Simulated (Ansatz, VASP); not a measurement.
**One calculation of Hf, two programs**

The input INCAR:

```
SYSTEM = Hf
PREC = Accurate
ENCUT = 520
EDIFF = 1E-6
ISMEAR = -1
SIGMA = 0.1
LREAL = .False.
LASPH = .True.
NELM = 100
ALGO = Normal
ISIF = 2
LWAVE = .False.
LCHARG = .False.
GGA = PE
NBANDS = 11
```

Contents of KPOINTS:

```
Automatic mesh
0
Gamma
  16 16 15
  0 0 0
```

The input POSCAR:

```
Hf
1.0
    2.8812241499      0.0000000000      0.0000000000
   -1.4406120750      2.4952133078      0.0000000000
    0.0000000000      0.0000000000      2.8598078727
Hf
1
Direct
    0.0000000000      0.0000000000      0.0000000000
```

Input for Ansatz:

```yaml
crystal:
  lattice:
    - [2.8812241499, 0.0, 0.0]
    - [-1.440612075, 2.4952133078, 0.0]
    - [0.0, 0.0, 2.8598078727]
  atoms:
    - { symbol: Hf, position: [0.0, 0.0, 0.0] }
kpoints:
  mp_grid: { grid: [16, 16, 15] }
scf:
  occupations: { method: fermi_dirac, width: 0.1 }
hamiltonian:
  xc: pbe
  pseudopotentials: { kind: all_electron, lapw: { basis_error: 0.001 } }
output:
  forces: true
  stress: true
  eigenvalues: true
  populations: true
```

Change from the starting cell: volume scaled by 0.88, LAPW.

Alike in both runs: task single point; functional PBE; k mesh 16 × 16 × 15; occupations fermi-dirac, width 0.1 eV; no spin polarisation.

```csv
,VASP,Ansatz
version,VASP 6.6.1,Ansatz 0.2.0
potentials or method,"VASP PAW PBE potentials, release 64 (Hf_pv), cutoff 520 eV","all-electron LAPW, scalar-relativistic"
```

```tsv
	VASP	Ansatz	Ansatz less VASP
pressure (GPa)	13.8	14.3	+0.49
traceless stress, the component that is largest in VASP (GPa)	0.09	-0.01	-0.095
```

Ansatz ran all-electron here, and VASP with PAW potentials.

Neither program's run includes spin-orbit coupling.
